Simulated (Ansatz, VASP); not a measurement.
One calculation of Cd, two programs

The input INCAR:

```
SYSTEM = Cd
PREC = Accurate
ENCUT = 520
EDIFF = 1E-7
ISMEAR = -1
SIGMA = 0.1
LREAL = .False.
LASPH = .True.
NELM = 80
ALGO = Normal
ISIF = 2
LWAVE = .False.
LCHARG = .True.
GGA = PS
LELF = .True.
LVHAR = .True.
NBANDS = 12
```

File KPOINTS:

```
regular mesh
0
Gamma
  15 15 15
  0 0 0
```

POSCAR

```
Cd
1.0
   -1.3395444731      1.3395444731      1.3395444731
    1.3395444731     -1.3395444731      1.3395444731
    1.3395444731      1.3395444731     -1.3395444731
Cd
1
Direct
    0.0000000000      0.0000000000      0.0000000000
```

Input for Ansatz:

```yaml
crystal:
  lattice:
    - [-1.3395444731, 1.3395444731, 1.3395444731]
    - [1.3395444731, -1.3395444731, 1.3395444731]
    - [1.3395444731, 1.3395444731, -1.3395444731]
  atoms:
    - { symbol: Cd, position: [0.0, 0.0, 0.0] }
kpoints:
  mp_grid: { grid: [15, 15, 15] }
scf:
  occupations: { method: fermi_dirac, width: 0.1 }
hamiltonian:
  xc: pbesol
  pseudopotentials: { kind: all_electron, datasets: crystal }
output:
  forces: true
  stress: true
  eigenvalues: true
```

Change from the starting cell: volume scaled by 0.45, crystal datasets.

Alike in both runs: task single point; functional PBEsol; k mesh 15 × 15 × 15; occupations fermi-dirac, width 0.1 eV; no spin polarisation.

|  | VASP | Ansatz |
| --- | --- | --- |
| version | VASP 6.6.1 | Ansatz 0.2.0 |
| potentials or method | VASP PAW PBE potentials, release 64 (Cd), cutoff 520 eV | all-electron PAW with datasets made for the crystal, scalar-relativistic |

|  | VASP | Ansatz | Ansatz less VASP |
| --- | --- | --- | --- |
| pressure (GPa) | 415.7 | 394.2 | -21.50 |

VASP's potentials were made for PBE, not for PBEsol. Both programs put the cell under a high pressure, so it lies far from rest at this level. Ansatz ran all-electron here, and VASP with PAW potentials.

Noted on VASP's run: the cell as given lies far from equilibrium.
